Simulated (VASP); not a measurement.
Al15ZnO24 (a cell with a defect), 40 atoms in the cell. The cell holds a defect, 40 atoms: a = 7.015 Å, b = 7.015 Å, c = 7.015 Å, α = 85.77°, β = 85.77°, γ = 85.77°. 

```yaml
Program: VASP 6.6.1
Task: single point
Functional: PBEsol
Potentials_or_basis: VASP PAW PBE potentials, release 64 (Zn, Al, O)
Cutoff: 520 eV
k_mesh: 2 × 2 × 2, shifted
Occupations: gaussian, width 0.02 eV
Spin: no spin polarisation
Dipole_correction: no
Charge: -1
Further_INCAR_settings: LREAL = Auto; ALGO = Normal; EDIFF = 1e-06; NBANDS = 126; NELECT = 202.0
```

Potentials or basis: VASP PAW PBE potentials, release 64 (Zn, Al, O).

Command:

```sh
$ cat potpaw_PBE.64/Zn/POTCAR potpaw_PBE.64/Al/POTCAR potpaw_PBE.64/O/POTCAR > POTCAR
$ mpirun -np 1 vasp_std > vasp.out
```

Hardware: 1 thread of Intel Xeon 8259CL, with other jobs on the host.

Task: Estimate the wall time of this run.

Result: Run time: 4.9 min on 1 thread of Intel Xeon 8259CL, with other jobs on the host, peak memory 0.4 GiB. Counts: scf iterations 16, k points 2.
